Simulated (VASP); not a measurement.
Write the native input for VASP 6.6.1 that does the following.

```yaml
Task: single point
Functional: BLYP
Potentials_or_basis: VASP PAW PBE potentials, release 64 (Bi_d)
Cutoff: 520 eV
k_mesh: 15 × 15 × 15
Occupations: fermi-dirac, width 0.1 eV
Spin: no spin polarisation
Dipole_correction: no
Further_INCAR_settings: ALGO = Normal; EDIFF = 1e-07; NBANDS = 14
```

The structure of Bi lies in POSCAR:

```
Bi
1.0
    3.3583730575      0.0000000000      0.0000000000
    0.0000000000      3.3583730575      0.0000000000
    0.0000000000      0.0000000000      3.3583730575
Bi
1
Direct
    0.0000000000      0.0000000000      0.0000000000
```

These files were run (other wordings do the same):

INCAR

```
SYSTEM = Bi
PREC = Accurate
ENCUT = 520
EDIFF = 1E-7
ISMEAR = -1
SIGMA = 0.1
LREAL = .False.
LASPH = .True.
NELM = 100
ALGO = Normal
ISIF = 2
LWAVE = .False.
LCHARG = .True.
GGA = B5
ALDAX = 1.0
AGGAX = 1.0
AGGAC = 1.0
ALDAC = 0.0
LELF = .True.
LVHAR = .True.
NBANDS = 14
```

KPOINTS

```
regular mesh
0
Gamma
  15 15 15
  0 0 0
```

Potentials or basis: VASP PAW PBE potentials, release 64 (Bi_d).

The run is started by

```sh
$ cat potpaw_PBE.64/Bi_d/POTCAR > POTCAR
$ mpirun -np 1 vasp_std > vasp.out
```

Results of the run:

| Quantity | Value |
| --- | --- |
| Pressure | 0.1 GPa |

Caveat: the PAW data sets were made with another functional, which shifts forces and pressure a little.

Wall time 79 s on 1 thread of Intel Xeon 8259CL (shared host), peak memory 0.19 GiB.
